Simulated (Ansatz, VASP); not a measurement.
# One calculation of AlNi, two programs

The input INCAR:

```
  PREC = Accurate
  ENCUT = 520
  EDIFF = 1E-7
  ISMEAR = -1
  SIGMA = 0.05
  LREAL = F
  LASPH = T
  NELM = 150
  ALGO = Normal
  ISIF = 2
  LWAVE = F
  LCHARG = F
  ISPIN = 2
  MAGMOM = 1 0
  LORBIT = 11
  LMAXMIX = 4
  LDAU = T
  LDAUTYPE = 2
  LDAUL = 2 -1
  LDAUU = 2 0
  LDAUJ = 0 0
  LDAUPRINT = 1
  GGA = PS
  NBANDS = 18
```

The input KPOINTS:

```
regular mesh
0
Gamma
  9 9 9
```

File POSCAR:

```
AlNi
1.0
    2.8810000000      0.0000000000      0.0000000000
    0.0000000000      2.8810000000      0.0000000000
    0.0000000000      0.0000000000      2.8810000000
Ni Al
1 1
Direct
    0.5000000000      0.5000000000      0.5000000000
    0.0000000000      0.0000000000      0.0000000000
```

Contents of input.yaml:

```yaml
crystal:
  lattice:
    - [2.881, 0.0, 0.0]
    - [0.0, 2.881, 0.0]
    - [0.0, 0.0, 2.881]
  atoms:
    - { symbol: Ni, position: [0.5, 0.5, 0.5], spin: 1.0 }
    - { symbol: Al, position: [0.0, 0.0, 0.0] }
kpoints:
  mp_grid: { grid: [9, 9, 9] }
scf:
  occupations: { method: fermi_dirac, width: 0.05 }
hamiltonian:
  xc: pbesol
  pseudopotentials: { kind: all_electron, lapw: { basis_error: 0.001 } }
  hubbard:
    sites: [{ species: Ni, l: d, u_eff: 2 }]
    double_counting: fll
    projectors: ortho-atomic
magnetization:
  spin_polarized: true
output:
  forces: true
  stress: true
  eigenvalues: true
  dos: { projected: false, de: 0.2, e_range: [-14, 6] }
  hubbard: {}
```

Alike in both runs: functional PBEsol; k mesh 9 × 9 × 9; occupations fermi-dirac, width 0.05 eV; collinear spin; Hubbard terms Ni d U = 2.0 eV.

|  | VASP | Ansatz |
| --- | --- | --- |
| version | VASP 6.6.1 | Ansatz 0.2.0 |
| potentials or method | VASP PAW PBE potentials, release 64 (Ni, Al), cutoff 520 eV | all-electron LAPW, scalar-relativistic |
| task | single point | density of states |

```tsv
	VASP	Ansatz	Ansatz less VASP
gap on the k mesh at the Fermi level (eV)	none	none	-
pressure (GPa)	-5.7	-4.0	+1.68
net moment per atom (μB)	0.00	0.00	0.000
```

VASP's potentials were made for PBE, not for PBEsol. The programs project onto different local orbitals, so the same U acts differently, and such runs can settle in different states. A gap of «none» marks a metal or a gap that the smearing closes. Ansatz ran all-electron here, and VASP with PAW potentials.

Noted on Ansatz's run: the magnetic state may not be the lowest; U is the effective U less J, on atomic orbitals that reach past the spheres.
